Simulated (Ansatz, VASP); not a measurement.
**Si3Ge: VASP beside Ansatz**

Contents of POSCAR:

```
Si3Ge
1.0
    1.9426527485      1.1215910873      6.3409676197
   -1.9426527485      1.1215910873      6.3409676197
    0.0000000000     -2.2431821746      6.3409676197
Si Ge
3 1
Direct
    1.0013363433      0.0013363433      0.0013363433
    0.4987055951      0.4987055951      0.4987055951
    0.3750071689      0.3750071689      0.3750071689
    0.8749508926      0.8749508926      0.8749508926
```

INCAR.step1

```
SYSTEM = Si3Ge
PREC = Accurate
ENCUT = 520
ISMEAR = 0
SIGMA = 0.01
LREAL = .False.
LASPH = .True.
NELM = 60
NBANDS = 21
GGA = PE
ALGO = Normal
EDIFF = 1E-4
LWAVE = .True.
LCHARG = .False.
```

The input INCAR.step2:

```
SYSTEM = Si3Ge
PREC = Accurate
ENCUT = 520
EDIFF = 1E-6
ISMEAR = 0
SIGMA = 0.01
LREAL = .False.
LASPH = .True.
NELM = 60
ALGO = Normal
ISIF = 2
LWAVE = .False.
LCHARG = .False.
METAGGA = R2SCAN
LMIXTAU = .True.
NBANDS = 21
ISTART = 1
```

The input KPOINTS:

```
Automatic mesh
0
Gamma
  6 6 6
  0 0 0
```

Input for Ansatz:

```yaml
crystal:
  lattice:
    - [1.9426527485, 1.1215910873, 6.3409676197]
    - [-1.9426527485, 1.1215910873, 6.3409676197]
    - [0.0, -2.2431821746, 6.3409676197]
  atoms:
    - { symbol: Si, position: [1.0013363433, 0.0013363433, 0.0013363433] }
    - { symbol: Si, position: [0.4987055951, 0.4987055951, 0.4987055951] }
    - { symbol: Si, position: [0.3750071689, 0.3750071689, 0.3750071689] }
    - { symbol: Ge, position: [0.8749508926, 0.8749508926, 0.8749508926] }
kpoints:
  mp_grid: { grid: [6, 6, 6] }
hamiltonian:
  xc: r2scan
scf:
  occupations: { method: fixed }
  n_extra_bands: 5
output:
  forces: true
  stress: true
  eigenvalues: true
```

Alike in both runs: task single point; functional r2SCAN; k mesh 6 × 6 × 6; no spin polarisation.

|  | VASP | Ansatz |
| --- | --- | --- |
| version | VASP 6.6.1 | Ansatz 0.2.0 |
| potentials or method | VASP PAW PBE potentials, release 64 (Si, Ge_d) | plane waves, PAW |
| plane-wave cutoff (eV) | 520 | 500 |
| occupations | gaussian, width 0.01 eV | fixed |
| valence electrons in the cell | 26 | 26 |

Ansatz gave:

| Property | Result |
| --- | --- |
| gap on the k mesh at the Fermi level (eV) | 0.79 |
| pressure (GPa) | 0.0 |
| traceless stress, the component that is largest in VASP (GPa) | -0.12 |
| rms of the force components (eV/Å) | 0.002 |

Which values does VASP return?

gap on the k mesh at the Fermi level (eV): 0.80; pressure (GPa): -0.1; traceless stress, the component that is largest in VASP (GPa): -0.12; rms of the force components (eV/Å): 0.008.

VASP's potentials were made for PBE, not for r2SCAN. Atom by atom the forces differ by 0.007 eV/Å (rms over components).
